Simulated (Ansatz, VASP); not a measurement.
# Two plane-wave programs on InSb

```
In Sb
1.0
     0.00000    3.27106    3.22739
     3.27106    0.00000    3.22739
     3.27106    3.27106    0.00000
In Sb
1 1
Direct
  0.00000 0.00000 0.00000
  0.25000 0.25000 0.25000
```

Change from the starting cell: strained cell.

Alike in both runs: functional PBEsol; k mesh 10 × 10 × 10; occupations gaussian, width 0.1 eV; no spin polarisation.

Ansatz relaxed the structure, and its values are those at the end. VASP's run is a single point on that final structure, the one shown.

|  | VASP | Ansatz |
| --- | --- | --- |
| version | VASP 6.6.1 | Ansatz 0.2.0 |
| potentials or method | VASP PAW PBE potentials, release 64 (In_d, Sb), cutoff 500 eV | scalar-relativistic, plane waves, PAW |
| valence electrons in the cell | 18 | 28 |

|  | VASP | Ansatz | Ansatz less VASP |
| --- | --- | --- | --- |
| gap on the k mesh at the Fermi level (eV) | none | none | - |
| pressure (GPa) | 0.1 | 0.1 | -0.02 |

VASP's potentials were made for PBE, not for PBEsol. A gap of «none» marks a metal or a gap that the smearing closes. VASP's potentials hold 18 valence electrons a cell and Ansatz's 28, so a difference there can come from the potentials and not from the codes. Ansatz's warnings: stress scf threshold loose.

Neither program's run includes spin-orbit coupling.
